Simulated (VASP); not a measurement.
Wanted: the native input for a VASP 6.6.1 run.

| Quantity | Value |
| --- | --- |
| Task | single point |
| Functional | PBEsol |
| Potentials or basis | VASP PAW PBE potentials, release 64 (La) |
| Cutoff | 520 eV |
| k mesh | 9 × 9 × 9 |
| Occupations | fermi-dirac, width 0.05 eV |
| Spin | no spin polarisation |
| Dipole correction | no |
| Further INCAR settings | ALGO = Fast; EDIFF = 1e-06; NBANDS = 12 |

The structure of La lies in POSCAR:

```
La
1.0
   -2.1095767417      2.1095767417      2.1095767417
    2.1095767417     -2.1095767417      2.1095767417
    2.1095767417      2.1095767417     -2.1095767417
La
1
Direct
    0.0000000000      0.0000000000      0.0000000000
```

These files were run (other wordings do the same):

INCAR

```
SYSTEM = La
PREC     = Accurate       ! precision mode
ENCUT    = 520            ! plane-wave cutoff, eV
EDIFF    = 1E-6           ! SCF threshold, eV
ISMEAR   = -1             ! smearing method
SIGMA    = 0.05           ! smearing width, eV
LREAL    = .False.        ! projectors in reciprocal space
LASPH    = .True.         ! aspherical terms in the spheres
NELM     = 80             ! most SCF steps
ALGO     = Fast           ! electronic algorithm
ISIF     = 2              ! what is computed and relaxed
LWAVE    = .False.        ! write WAVECAR
LCHARG   = .False.        ! write CHGCAR
GGA      = PS             ! functional
NBANDS   = 12             ! bands
```

KPOINTS

```
Automatic mesh
0
Gamma
  9 9 9
  0 0 0
```

Potentials or basis: VASP PAW PBE potentials, release 64 (La).

Launch:

```bash
$ cat potpaw_PBE.64/La/POTCAR > POTCAR
$ mpirun -np 1 vasp_std > vasp.out
```

Results of the run:

| Property | Result |
| --- | --- |
| Pressure | -2.1 GPa |

Caveat: the PAW data sets were made with another functional, which shifts forces and pressure a little.

Run time: 76 s on 1 thread of AMD EPYC 7R43 64-Core Processor (Zen 3), on a shared host, peak memory 0.13 GiB.
